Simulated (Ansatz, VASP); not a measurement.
## One calculation of Zr2SeS2, two programs

```xyz
5
Lattice="3.5881 0.0000 0.0000 -1.7940 3.1074 0.0000 0.0000 0.0000 10.5523" Properties=species:S:1:pos:R:3 pbc="T T T"
Zr    0.0000    0.0000    1.9296
Zr    0.0000    0.0000    8.6227
Se    0.0000    2.0716    0.0000
S     0.0000    2.0716    3.3856
S     0.0000    2.0716    7.1667
```

Alike in both runs: task relaxation of cell and atoms; functional PBE; k mesh 12 × 12 × 4; occupations gaussian, width 0.1 eV; no spin polarisation.

|  | VASP | Ansatz |
| --- | --- | --- |
| version | VASP 6.6.1 | Ansatz 0.2.0 |
| potentials or method | VASP PAW PBE potentials, release 64 (Zr_sv, Se, S), cutoff 600 eV | scalar-relativistic, plane waves, PAW |
| valence electrons in the cell | 42 | 52 |

Ansatz gave:

| Property | Result |
| --- | --- |
| gap on the k mesh at the Fermi level, each at its own relaxed structure (eV) | none |
| relaxed volume (Å³/atom) | 23.34 |
| relaxed cell length with the largest relative difference (Å) | 10.437 |

Task: Estimate VASP's values.

Result: gap on the k mesh at the Fermi level, each at its own relaxed structure (eV): none; relaxed volume (Å³/atom): 23.53; relaxed cell length with the largest relative difference (Å): 10.519.

A gap of «none» marks a metal or a gap that the smearing closes. VASP's potentials hold 42 valence electrons a cell and Ansatz's 52, so a difference there can come from the potentials and not from the codes.
